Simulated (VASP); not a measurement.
Set up this calculation in VASP 6.6.1, as the native input.

```
Task                   : single point
Functional             : PBEsol
Potentials or basis    : VASP PAW PBE potentials, release 64 (Ca_sv)
Cutoff                 : 520 eV
k mesh                 : 12 × 12 × 12
Occupations            : gaussian, width 0.1 eV
Spin                   : no spin polarisation
Dipole correction      : no
Further INCAR settings : ALGO = Fast; EDIFF = 1e-07; NBANDS = 11
```

The structure of Ca lies in POSCAR:

```
Ca
1.0
    3.5485914559      0.0000000000      0.0000000000
    0.0000000000      3.5485914559      0.0000000000
    0.0000000000      0.0000000000      3.5485914559
Ca
1
Direct
    0.0000000000      0.0000000000      0.0000000000
```

This isn't the form of Ca at room conditions, which is fcc.

This cell differs from its parent crystal: strained.

The input as run:

INCAR

```
PREC = Accurate
ENCUT = 520
EDIFF = 1E-7
ISMEAR = 0
SIGMA = 0.1
LREAL = F
LASPH = T
NELM = 60
ALGO = Fast
ISIF = 2
LWAVE = F
LCHARG = F
GGA = PS
NBANDS = 11
```

KPOINTS

```
regular mesh
0
Gamma
  12 12 12
```

Potentials or basis: VASP PAW PBE potentials, release 64 (Ca_sv).

Command:

```bash
$ cat potpaw_PBE.64/Ca_sv/POTCAR > POTCAR
$ mpirun -np 1 vasp_std > vasp.out
```

It gave:

* Pressure: -0.9 GPa
* Band gap on the k mesh: zero (bands 5 and 6 overlap by 1.20 eV)

Caveat: the cell differs from its parent crystal (strained); the PAW data sets were made with another functional, which shifts forces and pressure a little.

It took 61 s on 1 thread of Intel Xeon 8259CL, on a shared host, peak memory 0.18 GiB.
